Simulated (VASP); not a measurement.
# NaH (Fm-3m) in VASP: a series of runs

NaH is run at these levels: PBEsol; tasks: single point.

All numbers are computed with VASP 6.6.1; they aren't measurements. Logs are shortened: lines on timing, memory, paths and dates and some standing lists are left out, and cuts for length are marked.

### 1 The cell of the first run

It takes space group Fm-3m (No. 225, cubic). The conventional cell has a = 4.589 Å, b = 4.589 Å, c = 4.589 Å, α = 90.00°, β = 90.00°, γ = 90.00°. Na (site symmetry m-3m) has 6 H at 2.29 Å within 3.0 Å. Within 3.0 Å of H (site symmetry m-3m) lie 6 Na at 2.29 Å.

### 2 Single point, PBEsol

Input file INCAR:

```
SYSTEM = NaH
PREC     = Accurate       ! precision mode
ENCUT    = 520            ! plane-wave cutoff, eV
EDIFF    = 1E-6           ! SCF threshold, eV
ISMEAR   = 0              ! smearing method
SIGMA    = 0.01           ! smearing width, eV
LREAL    = .FALSE.        ! projectors in reciprocal space
LASPH    = .TRUE.         ! aspherical terms in the spheres
NELM     = 60             ! most SCF steps
ALGO     = Normal         ! electronic algorithm
ISIF     = 2              ! what is computed and relaxed
LWAVE    = .FALSE.        ! write WAVECAR
LCHARG   = .FALSE.        ! write CHGCAR
GGA      = PS             ! functional
NBANDS   = 11             ! bands
```

Input file KPOINTS:

```
Automatic mesh
0
G
  8 8 8
  0 0 0
```

Input file POSCAR:

```
NaH
1.0
    0.0000000000      2.2944278526      2.2944278526
    2.2944278526      0.0000000000      2.2944278526
    2.2944278526      2.2944278526      0.0000000000
Na H
1 1
Direct
    0.0000000000      0.0000000000      0.0000000000
    0.5000000000      0.5000000000      0.5000000000
```

Potentials or basis: VASP PAW PBE potentials, release 64 (Na_pv, H).

The run is started by

```console
$ cat potpaw_PBE.64/Na_pv/POTCAR potpaw_PBE.64/H/POTCAR > POTCAR
$ mpirun -np 1 vasp_std > vasp.out
```

OUTCAR:

```text
SYSTEM = NaH
   PREC = Accurate
   ENCUT = 520
   EDIFF = 1E-6
   ISMEAR = 0
   LREAL = .FALSE.
   LASPH = .TRUE.
   NELM = 60
   ISIF = 2
   GGA = PS

 ion  position               nearest neighbor table
   1  0.000  0.000  0.000-
   2  0.500  0.500  0.500-

  LATTYP: Found a face centered cubic cell.
 ALAT       =     4.5888557052

  Lattice vectors:

 A1 = (   0.0000000000,   2.2944278526,   2.2944278526)
 A2 = (   2.2944278526,   0.0000000000,   2.2944278526)
 A3 = (   2.2944278526,   2.2944278526,   0.0000000000)

Analysis of symmetry for initial positions (statically):
=====================================================================
 Subroutine PRICEL returns:
 Original cell was already a primitive cell.

 Routine SETGRP: Setting up the symmetry group for a
 face centered cubic supercell.

 Subroutine GETGRP returns: Found 48 space group operations
 (whereof 48 operations were pure point group operations)
 out of a pool of 48 trial point group operations.

The static configuration has the point symmetry O_h .

Analysis of symmetry for dynamics (positions and initial velocities):
=====================================================================
 Subroutine PRICEL returns:
 Original cell was already a primitive cell.

 Routine SETGRP: Setting up the symmetry group for a
 face centered cubic supercell.

 Subroutine GETGRP returns: Found 48 space group operations
 (whereof 48 operations were pure point group operations)
 out of a pool of 48 trial point group operations.

The dynamic configuration has the point symmetry O_h .

 Subroutine INISYM returns: Found 48 space group operations
 (whereof 48 operations are pure point group operations),
 and found     1 'primitive' translations

----------------------------------------------------------------------------------------

                                     Primitive cell

  volume of cell :      24.1576

  direct lattice vectors                    reciprocal lattice vectors
     0.000000000  2.294427853  2.294427853    -0.217919251  0.217919251  0.217919251
     2.294427853  0.000000000  2.294427853     0.217919251 -0.217919251  0.217919251
     2.294427853  2.294427853  0.000000000     0.217919251  0.217919251 -0.217919251

  length of vectors
     3.244810987  3.244810987  3.244810987     0.377447215  0.377447215  0.377447215

  position of ions in fractional coordinates (direct lattice)
     0.000000000  0.000000000  0.000000000
     0.500000000  0.500000000  0.500000000

  ion indices of the primitive-cell ions
   primitive index   ion index
                 1           1
                 2           2

----------------------------------------------------------------------------------------

 KPOINTS: Automatic mesh

Automatic generation of k-mesh.
 Grid dimensions read from file:
 generate k-points for:    8    8    8

 Generating k-lattice:

  Cartesian coordinates                     Fractional coordinates (reciprocal lattice)
    -0.027239906  0.027239906  0.027239906     0.125000000  0.000000000  0.000000000
     0.027239906 -0.027239906  0.027239906     0.000000000  0.125000000  0.000000000
     0.027239906  0.027239906 -0.027239906     0.000000000  0.000000000  0.125000000

  Length of vectors
     0.047180902  0.047180902  0.047180902

  Shift w.r.t. Gamma in fractional coordinates (k-lattice)
     0.000000000  0.000000000  0.000000000

 Subroutine IBZKPT returns following result:
 ===========================================

 Found     29 irreducible k-points:

 Following reciprocal coordinates:
            Coordinates               Weight
  0.000000  0.000000  0.000000      1.000000
  0.125000  0.000000  0.000000      8.000000
  0.250000  0.000000  0.000000      8.000000
  0.375000  0.000000  0.000000      8.000000
  0.500000  0.000000  0.000000      4.000000
  0.125000  0.125000  0.000000      6.000000
[... 16 lines left out ...]
  0.500000  0.250000  0.125000     48.000000
 -0.375000  0.250000  0.125000     24.000000
 [... further k-points ...]
   k-points           NKPTS =     29   k-points in BZ     NKDIM =     29   number of bands    NBANDS=     11
   number of dos      NEDOS =    301   number of ions     NIONS =      2
   total plane-waves  NPLWV =  13824
   dimension x,y,z NGX =    24 NGY =   24 NGZ =   24
   dimension x,y,z NGXF=    48 NGYF=   48 NGZF=   48
   ions per type =               1   1
   NGX,Y,Z   is equivalent  to a cutoff of  12.30, 12.30, 12.30 a.u.
   NGXF,Y,Z  is equivalent  to a cutoff of  24.59, 24.59, 24.59 a.u.
 SYSTEM =  NaH
   PREC   = accura    normal or accurate (medium, high low for compatibility)
   ISTART =      0    job   : 0-new  1-cont  2-samecut
   ICHARG =      2    charge: 1-file 2-atom 10-const
   ISPIN  =      1    spin polarized calculation?
   LNONCOLLINEAR =      F non collinear calculations
   LSORBIT =      F    spin-orbit coupling
   LASPH  =      T    aspherical Exc in radial PAW
   ENCUT  =  520.0 eV  38.22 Ry    6.18 a.u.   6.03  6.03  6.03*2*pi/ulx,y,z
   NELM   =     60;   NELMIN=  2; NELMDL= -5     # of ELM steps
   EDIFF  = 0.1E-05   stopping-criterion for ELM
   LREAL  =      F    real-space projection
   EDIFFG = 0.1E-04   stopping-criterion for IOM
   NSW    =      0    number of steps for IOM
   IBRION =     -1    ionic relax: 0-MD 1-quasi-New 2-CG
   NFREE  =      0    steps in history (QN), initial steepest desc. (CG)
   ISIF   =      2    stress and relaxation
   ISYM   =      2    0-nonsym 1-usesym 2-fastsym
   POTIM  = 0.5000    time-step for ionic-motion
   TEBEG  =    0.0;   TEEND  =   0.0 temperature during run
   PSTRESS=    0.0 pullay stress
   NELECT =       8.0000    total number of electrons
   NUPDOWN=      -1.0000    fix difference up-down
   EMIN   =  10.00;   EMAX   =-10.00  energy-range for DOS
   EFERMI =   0.00;   METHOD = LEGACY
   ISMEAR =     0;   SIGMA  =   0.01  broadening in eV -4-tet -1-fermi 0-gaus
   EFERMI_NEDOS =   21; number of points for ismear=-14 and -15
   IALGO  =     38    algorithm
   IMIX   =      4    mixing-type and parameters
     AMIX     =   0.40;   BMIX     =  1.00
     AMIX_MAG =   1.60;   BMIX_MAG =  1.00
  volume/ion in A,a.u.               =      12.08        81.51
  Fermi-wavevector in a.u.,A,eV,Ry     =   1.132627  2.140356 17.454166  1.282845
  Thomas-Fermi vector in A             =   2.269329
   LORBIT       =      0    0 simple, 1 ext, 2 COOP (PROOUT), +10 PAW based schemes
   GGA     = PS    functional components
   LHFCALC =     F    Hartree Fock is set to
   AEXX    =    0.0000 exact exchange contribution
   IVDW    =     0    specifies the selected vdW correction
   LEPSILON=     F    determine dielectric tensor
   LRPA    =     F    only Hartree local field effects (RPA)
 non-spin polarized calculation
 Gauss-broadening in eV      SIGMA  =   0.01
  energy-cutoff  :      520.00
  volume of cell :       24.16
 maximum number of plane-waves:       660
   NGX = 13   NGY = 13   NGZ = 13

 number of electron       7.9999995 magnetization

 Free energy of the ion-electron system (eV)
  ---------------------------------------------------
  ext. energy  EPLUGINS =         0.00000000
  ---------------------------------------------------
  free energy    TOTEN  =        -5.04688726 eV

  energy without entropy =       -5.04688726  energy(sigma->0) =       -5.04688726

 E-fermi :  -0.4992     XC(G=0):  -8.4382

 val. band max:       -0.5524264691   @ k =  -0.2500   0.5000   0.2500
 cond. band min:       3.2592682005   @ k =   0.5000   0.0000   0.0000
 fundamental gap:      3.8116946696
 Fermi energy:        -0.4992273300

 k-point     1 :       0.0000    0.0000    0.0000
  band No.  band energies     occupation
      1     -22.3084      2.00000
      2     -22.3084      2.00000
      3     -22.3084      2.00000
      4      -4.7403      2.00000
      5      11.3055      0.00000
      6      16.0254      0.00000
      7      16.0254      0.00000
      8      16.0254      0.00000
      9      17.3854      0.00000
     10      17.3854      0.00000
     11      17.3854      0.00000

 k-point     2 :       0.1250    0.0000    0.0000
  band No.  band energies     occupation
      1     -22.3329      2.00000
      2     -22.3111      2.00000
      3     -22.3111      2.00000
      4      -4.4310      2.00000
      5      10.1514      0.00000
      6      13.3228      0.00000
      7      15.2804      0.00000
      8      15.2804      0.00000
      9      18.2133      0.00000
     10      18.2133      0.00000
     11      18.4558      0.00000

 k-point     3 :       0.2500    0.0000    0.0000
  band No.  band energies     occupation
      1     -22.3910      2.00000
      2     -22.3177      2.00000
      3     -22.3177      2.00000
      4      -3.5525      2.00000
      5       7.2896      0.00000
      6      11.9202      0.00000
      7      14.4128      0.00000
      8      14.4128      0.00000
      9      18.2588      0.00000
     10      18.2589      0.00000
     11      19.9294      0.00000

 k-point     4 :       0.3750    0.0000    0.0000
  band No.  band energies     occupation
      1     -22.4480      2.00000
      2     -22.3243      2.00000
      3     -22.3243      2.00000
      4      -2.3127      2.00000
      5       4.5614      0.00000
      6      11.3490      0.00000
      7      13.8524      0.00000
      8      13.8524      0.00000
      9      17.6247      0.00000
     10      17.6248      0.00000
     11      20.3747      0.00000
[... 239 lines left out ...]
 k-point    22 :       0.3750    0.2500    0.1250
  band No.  band energies     occupation
      1     -22.4039      2.00000
      2     -22.3455      2.00000
      3     -22.3267      2.00000
      4      -2.8492      2.00000
      5       6.9208      0.00000
      6       9.1227      0.00000
      7      12.6493      0.00000
      8      15.5790      0.00000
      9      16.3860      0.00000
     10      19.1833      0.00000
     11      22.0400      0.00000

 k-point    23 :       0.5000    0.2500    0.1250
  band No.  band energies     occupation
      1     -22.4332      2.00000
      2     -22.3619      2.00000
      3     -22.3351      2.00000
      4      -1.7557      2.00000
      5       5.1363      0.00000
      6       7.9377      0.00000
      7      11.7272      0.00000
      8      15.8106      0.00000
      9      17.0569      0.00000
     10      19.3915      0.00000
     11      21.7769      0.00000

 k-point    24 :      -0.3750    0.2500    0.1250
  band No.  band energies     occupation
      1     -22.4457      2.00000
      2     -22.3670      2.00000
      3     -22.3398      2.00000
      4      -1.1052      2.00000
      5       4.1194      0.00000
      6       7.6889      0.00000
      7      11.3492      0.00000
      8      15.7774      0.00000
      9      16.9351      0.00000
     10      20.5021      0.00000
     11      22.8388      0.00000

 [... further k-points ...]
[... 5 lines left out ...]
  --------------------------------------------------------------------------------------
  -------------------------------------------------------------------------------------
  Total        0.5985293      0.5985293      0.5985293     -0.0000000      0.0000000     -0.0000000
  in kB       39.6956386     39.6956386     39.6956386     -0.0000000      0.0000000     -0.0000000
  external PRESSURE =      39.6956386 kB  Pullay stress =       0.0000000 kB

 VOLUME and BASIS-vectors are now :
 -----------------------------------------------------------------------------
  energy-cutoff  :      520.00
  volume of cell :       24.16
      direct lattice vectors                 reciprocal lattice vectors
     0.000000000  2.294427853  2.294427853    -0.217919251  0.217919251  0.217919251
     2.294427853  0.000000000  2.294427853     0.217919251 -0.217919251  0.217919251
     2.294427853  2.294427853  0.000000000     0.217919251  0.217919251 -0.217919251

 POSITION                                       TOTAL-FORCE (eV/Angst)
 -----------------------------------------------------------------------------------
      0.00000      0.00000      0.00000         0.000000     -0.000000     -0.000000
      2.29443      2.29443      2.29443        -0.000000      0.000000      0.000000
 -----------------------------------------------------------------------------------
    total drift:                                0.000000     -0.000000     -0.000000

  FREE ENERGIE OF THE ION-ELECTRON SYSTEM (eV)
  ---------------------------------------------------
  free  energy   TOTEN  =        -5.0468872609 eV

  energy  without entropy=       -5.0468872609  energy(sigma->0) =       -5.04688726
```

It took 4.8 s on 1 thread of Intel Xeon Platinum 8175M at 2.50GHz (Skylake/Cascade Lake), shared host; peak memory 0.13 GiB.

Results:

```
Free energy            : -5.0469 eV
Pressure               : 4.0 GPa
Band gap on the k mesh : 3.81 eV, indirect (least direct gap 4.78 eV)
```

Caveat: the PAW data sets were made with another functional, which shifts forces and pressure a little. As with any semilocal functional, this PBEsol gap is likely too small.

### 3 Single point, PBEsol

This run uses another cell than the first one, of 13.23 Å³/atom, 1.095 times its volume.

Input file INCAR:

```
SYSTEM = NaH
PREC     = Accurate       ! precision mode
ENCUT    = 520            ! plane-wave cutoff, eV
EDIFF    = 1E-6           ! SCF threshold, eV
ISMEAR   = 0              ! smearing method
SIGMA    = 0.01           ! smearing width, eV
LREAL    = .False.        ! projectors in reciprocal space
LASPH    = .True.         ! aspherical terms in the spheres
NELM     = 80             ! most SCF steps
ALGO     = Normal         ! electronic algorithm
ISIF     = 2              ! what is computed and relaxed
LWAVE    = .False.        ! write WAVECAR
LCHARG   = .True.         ! write CHGCAR
GGA      = PS             ! functional
LELF     = .True.         ! ELF
LVHAR    = .True.       
NBANDS   = 11             ! bands
```

Input file KPOINTS:

```
Automatic mesh
0
Gamma
  8 8 8
  0 0 0
```

Input file POSCAR:

```
NaH
1.0
    0.0000000000      2.3650085200      2.3650085200
    2.3650085200      0.0000000000      2.3650085200
    2.3650085200      2.3650085200      0.0000000000
Na H
1 1
Direct
    0.0000000000      0.0000000000      0.0000000000
    0.5000000000      0.5000000000      0.5000000000
```

Potentials or basis: VASP PAW PBE potentials, release 64 (Na_pv, H).

The run is started by

```console
$ cat potpaw_PBE.64/Na_pv/POTCAR potpaw_PBE.64/H/POTCAR > POTCAR
$ mpirun -np 1 vasp_std > vasp.out
```

It took 12 s on 1 thread of Intel Xeon Platinum 8175M at 2.50GHz (Skylake/Cascade Lake), shared host; peak memory 0.15 GiB.

The run converged. Its results:

```
Free energy            : -5.0823 eV
Pressure               : 1.0 GPa
Band gap on the k mesh : 3.66 eV, indirect (least direct gap 4.59 eV)
```

Levels at points of the mesh, in eV from the valence-band top:
```tsv
k point	band 1	band 2	band 3	band 4	band 5	band 6	band 7	band 8	band 9
(0.00, 0.00, 0.00)	-21.89	-21.89	-21.89	-3.91	10.99	15.88	15.88	15.88	16.99
(0.50, 0.00, 0.00)	-22.01	-21.91	-21.91	-0.93	3.66	11.08	13.63	13.63	16.89
(0.50, 0.50, 0.00)	-22.00	-21.93	-21.93	-0.20	4.54	10.01	10.90	10.90	12.37
```

Caveat: the PAW data sets were made with another functional, which shifts forces and pressure a little. A hybrid or GW would open this gap; PBEsol tends to underestimate it.
